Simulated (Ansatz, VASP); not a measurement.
## Mg3CdS4: VASP beside Ansatz

```
CELL_PARAMETERS angstrom
5.31349 0.00000 0.00000
0.00000 5.31349 0.00000
0.00000 0.00000 5.31349
ATOMIC_POSITIONS crystal
Mg 0.50000 0.00000 0.50000
Mg 0.50000 0.50000 0.00000
Mg 0.00000 0.50000 0.50000
Cd 0.00000 0.00000 0.00000
S 0.00000 0.50000 0.00000
S 0.50000 0.50000 0.50000
S 0.00000 0.00000 0.50000
S 0.50000 0.00000 0.00000
```

Alike in both runs: task single point; functional r2SCAN; k mesh 8 × 8 × 8; occupations gaussian, width 0.02 eV; no spin polarisation.

|  | VASP | Ansatz |
| --- | --- | --- |
| version | VASP 6.6.1 | Ansatz 0.2.0 |
| potentials or method | VASP PAW PBE potentials, release 64 (Mg, Cd, S), cutoff 520 eV | scalar-relativistic, plane waves, PAW |
| valence electrons in the cell | 42 | 74 |

|  | VASP | Ansatz | Ansatz less VASP |
| --- | --- | --- | --- |
| gap on the k mesh at the Fermi level (eV) | 1.02 | 1.04 | +0.020 |
| least direct gap on the mesh (eV) | 1.74 | 1.77 | +0.022 |
| pressure (GPa) | -1.5 | -1.3 | +0.16 |

VASP's potentials were made for PBE, not for r2SCAN. With one functional, cell and mesh, what is left measures potentials, basis and numerics. VASP's potentials hold 42 valence electrons a cell and Ansatz's 74, so a difference there can come from the potentials and not from the codes.
